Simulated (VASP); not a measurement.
# RbBr (Fmmm) in VASP: single point with PBE

Aim: the single point of RbBr with PBE.

All numbers are computed with VASP 6.6.1; they aren't measurements. Logs are shortened: lines on timing, memory, paths and dates and some standing lists are left out, and cuts for length are marked.

**1. The cell of the first run**

It takes space group Fmmm (No. 69, orthorhombic). Conventional cell: a = 6.727 Å, b = 6.855 Å, c = 6.983 Å, α = 90.00°, β = 90.00°, γ = 90.00°. Within 4.4 Å of Rb (site symmetry mmm) lie 6 Br at 3.36 to 3.49 Å. Br (site symmetry mmm) has 6 Rb at 3.36 to 3.49 Å within 4.4 Å.

**2. Single point, PBE (strain +0.0187 x Voigt [1, -1, 0, 0, 0, 0])**

The input, INCAR:

```
SYSTEM = RbBr
PREC = Accurate
ENCUT = 520
EDIFF = 1E-6
ISMEAR = 0
SIGMA = 0.05
LREAL = .FALSE.
LASPH = .TRUE.
NELM = 80
ALGO = Normal
ISIF = 2
LWAVE = .FALSE.
LCHARG = .TRUE.
GGA = PE
LELF = .TRUE.
LVHAR = .TRUE.
NBANDS = 15
```

The input, KPOINTS:

```
regular mesh
0
G
  6 6 6
  0 0 0
```

The input, POSCAR:

```
RbBr
1.0
    0.0000000000      3.3634057500      3.4275000000
    3.4915942500      0.0000000000      3.4275000000
    3.4915942500      3.3634057500      0.0000000000
Rb Br
1 1
Direct
    0.0000000000      0.0000000000      0.0000000000
    0.5000000000      0.5000000000      0.5000000000
```

Potentials or basis: VASP PAW PBE potentials, release 64 (Rb_sv, Br).

Started as:

```console
cat potpaw_PBE.64/Rb_sv/POTCAR potpaw_PBE.64/Br/POTCAR > POTCAR
mpirun -np 1 vasp_std > vasp.out
```

OUTCAR:

```text
SYSTEM = RbBr
   PREC = Accurate
   ENCUT = 520
   EDIFF = 1E-6
   ISMEAR = 0
   LREAL = .FALSE.
   LASPH = .TRUE.
   NELM = 80
   ISIF = 2
   GGA = PE

 ion  position               nearest neighbor table
   1  0.000  0.000  0.000-   2 3.36   2 3.36   2 3.43   2 3.43   2 3.49   2 3.49
   2  0.500  0.500  0.500-   1 3.36   1 3.36   1 3.43   1 3.43   1 3.49   1 3.49

  LATTYP: Found a face centered orthorhombic cell.
 ALAT       =     6.7268115000
 B/A-ratio  =     1.0190563538
 C/A-ratio  =     1.0381127076

  Lattice vectors:

 A1 = (  -3.4915942500,   0.0000000000,  -3.4275000000)
 A2 = (  -3.4915942500,   3.3634057500,   0.0000000000)
 A3 = (   0.0000000000,   3.3634057500,  -3.4275000000)

Analysis of symmetry for initial positions (statically):
=====================================================================
 Subroutine PRICEL returns:
 Original cell was already a primitive cell.

 Routine SETGRP: Setting up the symmetry group for a
 face centered orthorhombic supercell.

 Subroutine GETGRP returns: Found  8 space group operations
 (whereof  8 operations were pure point group operations)
 out of a pool of  8 trial point group operations.

The static configuration has the point symmetry D_2h.

Analysis of symmetry for dynamics (positions and initial velocities):
=====================================================================
 Subroutine PRICEL returns:
 Original cell was already a primitive cell.

 Routine SETGRP: Setting up the symmetry group for a
 face centered orthorhombic supercell.

 Subroutine GETGRP returns: Found  8 space group operations
 (whereof  8 operations were pure point group operations)
 out of a pool of  8 trial point group operations.

The dynamic configuration has the point symmetry D_2h.

 Subroutine INISYM returns: Found  8 space group operations
 (whereof  8 operations are pure point group operations),
 and found     1 'primitive' translations

----------------------------------------------------------------------------------------

                                     Primitive cell

  volume of cell :      80.5027

  direct lattice vectors                    reciprocal lattice vectors
     0.000000000  3.363405750  3.427500000    -0.143201061  0.148658841  0.145878920
     3.491594250  0.000000000  3.427500000     0.143201061 -0.148658841  0.145878920
     3.491594250  3.363405750  0.000000000     0.143201061  0.148658841 -0.145878920

  length of vectors
     4.802109379  4.892748375  4.848064423     0.252758094  0.252758094  0.252758094

  position of ions in fractional coordinates (direct lattice)
     0.000000000  0.000000000  0.000000000
     0.500000000  0.500000000  0.500000000

  ion indices of the primitive-cell ions
   primitive index   ion index
                 1           1
                 2           2

----------------------------------------------------------------------------------------

 KPOINTS: regular mesh

Automatic generation of k-mesh.
 Grid dimensions read from file:
 generate k-points for:    6    6    6

 Generating k-lattice:

  Cartesian coordinates                     Fractional coordinates (reciprocal lattice)
    -0.023866843  0.024776473  0.024313153     0.166666667  0.000000000  0.000000000
     0.023866843 -0.024776473  0.024313153     0.000000000  0.166666667  0.000000000
     0.023866843  0.024776473 -0.024313153     0.000000000  0.000000000  0.166666667

  Length of vectors
     0.042126349  0.042126349  0.042126349

  Shift w.r.t. Gamma in fractional coordinates (k-lattice)
     0.000000000  0.000000000  0.000000000

 Subroutine IBZKPT returns following result:
 ===========================================

 Found     46 irreducible k-points:

 Following reciprocal coordinates:
            Coordinates               Weight
  0.000000  0.000000  0.000000      1.000000
  0.166667 -0.000000  0.000000      8.000000
  0.333333 -0.000000 -0.000000      8.000000
  0.500000  0.000000 -0.000000      4.000000
  0.166667  0.166667  0.000000      2.000000
  0.333333  0.166667 -0.000000      8.000000
[... 16 lines left out ...]
 -0.166667  0.166667  0.166667      8.000000
  0.500000  0.333333  0.166667      4.000000
 [... further k-points ...]
   k-points           NKPTS =     46   k-points in BZ     NKDIM =     46   number of bands    NBANDS=     15
   number of dos      NEDOS =    301   number of ions     NIONS =      2
   total plane-waves  NPLWV =  46656
   dimension x,y,z NGX =    36 NGY =   36 NGZ =   36
   dimension x,y,z NGXF=    72 NGYF=   72 NGZF=   72
   ions per type =               1   1
   NGX,Y,Z   is equivalent  to a cutoff of  12.46, 12.23, 12.34 a.u.
   NGXF,Y,Z  is equivalent  to a cutoff of  24.93, 24.46, 24.69 a.u.
 SYSTEM =  RbBr
   PREC   = accura    normal or accurate (medium, high low for compatibility)
   ISTART =      0    job   : 0-new  1-cont  2-samecut
   ICHARG =      2    charge: 1-file 2-atom 10-const
   ISPIN  =      1    spin polarized calculation?
   LNONCOLLINEAR =      F non collinear calculations
   LSORBIT =      F    spin-orbit coupling
   LASPH  =      T    aspherical Exc in radial PAW
   ENCUT  =  520.0 eV  38.22 Ry    6.18 a.u.   8.93  9.10  9.01*2*pi/ulx,y,z
   NELM   =     80;   NELMIN=  2; NELMDL= -5     # of ELM steps
   EDIFF  = 0.1E-05   stopping-criterion for ELM
   LREAL  =      F    real-space projection
   EDIFFG = 0.1E-04   stopping-criterion for IOM
   NSW    =      0    number of steps for IOM
   IBRION =     -1    ionic relax: 0-MD 1-quasi-New 2-CG
   NFREE  =      0    steps in history (QN), initial steepest desc. (CG)
   ISIF   =      2    stress and relaxation
   ISYM   =      2    0-nonsym 1-usesym 2-fastsym
   POTIM  = 0.5000    time-step for ionic-motion
   TEBEG  =    0.0;   TEEND  =   0.0 temperature during run
   PSTRESS=    0.0 pullay stress
   NELECT =      16.0000    total number of electrons
   NUPDOWN=      -1.0000    fix difference up-down
   EMIN   =  10.00;   EMAX   =-10.00  energy-range for DOS
   EFERMI =   0.00;   METHOD = LEGACY
   ISMEAR =     0;   SIGMA  =   0.05  broadening in eV -4-tet -1-fermi 0-gaus
   EFERMI_NEDOS =   21; number of points for ismear=-14 and -15
   IALGO  =     38    algorithm
   IMIX   =      4    mixing-type and parameters
     AMIX     =   0.40;   BMIX     =  1.00
     AMIX_MAG =   1.60;   BMIX_MAG =  1.00
  volume/ion in A,a.u.               =      40.25       271.63
  Fermi-wavevector in a.u.,A,eV,Ry     =   0.955384  1.805414 12.418836  0.912759
  Thomas-Fermi vector in A             =   2.084217
   LORBIT       =      0    0 simple, 1 ext, 2 COOP (PROOUT), +10 PAW based schemes
   GGA     = PE    functional components
   LHFCALC =     F    Hartree Fock is set to
   AEXX    =    0.0000 exact exchange contribution
   IVDW    =     0    specifies the selected vdW correction
   LEPSILON=     F    determine dielectric tensor
   LRPA    =     F    only Hartree local field effects (RPA)
 non-spin polarized calculation
 Gauss-broadening in eV      SIGMA  =   0.05
  energy-cutoff  :      520.00
  volume of cell :       80.50
 maximum number of plane-waves:      2192
   NGX = 17   NGY = 19   NGZ = 17

 number of electron      16.0000000 magnetization

 Free energy of the ion-electron system (eV)
  ---------------------------------------------------
  ext. energy  EPLUGINS =         0.00000000
  ---------------------------------------------------
  free energy    TOTEN  =        -6.09143156 eV

  energy without entropy =       -6.09143156  energy(sigma->0) =       -6.09143156

 E-fermi :  -1.4490     XC(G=0):  -7.2319

 val. band max:       -1.7284279294   @ k =   0.0000   0.0000   0.0000
 cond. band min:       2.6069115395   @ k =   0.0000   0.0000   0.0000
 fundamental gap:      4.3353394689
 Fermi energy:        -1.4489699827

 k-point     1 :       0.0000    0.0000    0.0000
  band No.  band energies     occupation
      1     -26.1647      2.00000
      2     -13.9345      2.00000
      3     -10.2464      2.00000
      4     -10.2413      2.00000
      5     -10.2405      2.00000
      6      -1.7723      2.00000
      7      -1.7532      2.00000
      8      -1.7284      2.00000
      9       2.6069      0.00000
     10       5.4182      0.00000
     11       5.5289      0.00000
     12       5.6420      0.00000
     13       6.3353      0.00000
     14       6.5034      0.00000
     15       9.2453      0.00000

 k-point     2 :       0.1667   -0.0000    0.0000
  band No.  band energies     occupation
      1     -26.1623      2.00000
      2     -13.9457      2.00000
      3     -10.2452      2.00000
      4     -10.2439      2.00000
      5     -10.2298      2.00000
      6      -2.0561      2.00000
      7      -1.8557      2.00000
      8      -1.8385      2.00000
      9       3.2453      0.00000
     10       5.3907      0.00000
     11       5.8047      0.00000
     12       5.9179      0.00000
     13       6.7336      0.00000
     14       6.9237      0.00000
     15      10.2396      0.00000

 k-point     3 :       0.3333   -0.0000   -0.0000
  band No.  band energies     occupation
      1     -26.1576      2.00000
      2     -13.9680      2.00000
      3     -10.2530      2.00000
      4     -10.2452      2.00000
      5     -10.2019      2.00000
      6      -2.5398      2.00000
      7      -2.0268      2.00000
      8      -2.0251      2.00000
      9       4.4913      0.00000
     10       5.5522      0.00000
     11       6.7331      0.00000
     12       6.8118      0.00000
     13       7.7296      0.00000
     14       7.9731      0.00000
     15       9.8001      0.00000
[... 343 lines left out ...]
 k-point    23 :      -0.1667    0.1667    0.1667
  band No.  band energies     occupation
      1     -26.1581      2.00000
      2     -13.9425      2.00000
      3     -10.2705      2.00000
      4     -10.2670      2.00000
      5     -10.2442      2.00000
      6      -2.3970      2.00000
      7      -1.9613      2.00000
      8      -1.9030      2.00000
      9       4.3186      0.00000
     10       4.8142      0.00000
     11       6.8997      0.00000
     12       7.1041      0.00000
     13       7.2589      0.00000
     14       7.7144      0.00000
     15       9.7228      0.00000

 k-point    24 :       0.5000    0.3333    0.1667
  band No.  band energies     occupation
      1     -26.1547      2.00000
      2     -13.9399      2.00000
      3     -10.3134      2.00000
      4     -10.2969      2.00000
      5     -10.2244      2.00000
      6      -2.4500      2.00000
      7      -2.0779      2.00000
      8      -2.0035      2.00000
      9       4.8269      0.00000
     10       5.1069      0.00000
     11       7.0921      0.00000
     12       7.7496      0.00000
     13       7.8153      0.00000
     14       8.3114      0.00000
     15       9.1876      0.00000

 [... further k-points ...]

------------------------ aborting loop because EDIFF is reached ----------------------------------------

  FORCE on cell =-STRESS in cart. coord.  units (eV):
  Direction    XX          YY          ZZ          XY          YZ          ZX
  --------------------------------------------------------------------------------------
  -------------------------------------------------------------------------------------
  Total        0.2327814      0.8719662      0.5147574      0.0000000      0.0000000      0.0000000
  in kB        4.6328522     17.3540061     10.2447806      0.0000000      0.0000000      0.0000000
  external PRESSURE =      10.7438796 kB  Pullay stress =       0.0000000 kB

 VOLUME and BASIS-vectors are now :
 -----------------------------------------------------------------------------
  energy-cutoff  :      520.00
  volume of cell :       80.50
      direct lattice vectors                 reciprocal lattice vectors
     0.000000000  3.363405750  3.427500000    -0.143201061  0.148658841  0.145878920
     3.491594250  0.000000000  3.427500000     0.143201061 -0.148658841  0.145878920
     3.491594250  3.363405750  0.000000000     0.143201061  0.148658841 -0.145878920

 POSITION                                       TOTAL-FORCE (eV/Angst)
 -----------------------------------------------------------------------------------
      0.00000      0.00000      0.00000        -0.000000      0.000000      0.000000
      3.49159      3.36341      3.42750         0.000000      0.000000     -0.000000
 -----------------------------------------------------------------------------------
    total drift:                                0.000000      0.000000      0.000000

  FREE ENERGIE OF THE ION-ELECTRON SYSTEM (eV)
  ---------------------------------------------------
  free  energy   TOTEN  =        -6.0914315612 eV

  energy  without entropy=       -6.0914315612  energy(sigma->0) =       -6.09143156
```

Wall time 62 s (1 thread of Intel Xeon 8259CL, shared host); peak memory 0.23 GiB.

What came out:

```yaml
Free_energy: -6.0914 eV
Pressure: 1.1 GPa
Band_gap_on_the_k_mesh: 4.34 eV
```

Caveat: the cell differs from its parent crystal (strain +0.0187 x Voigt [1, -1, 0, 0, 0, 0]).
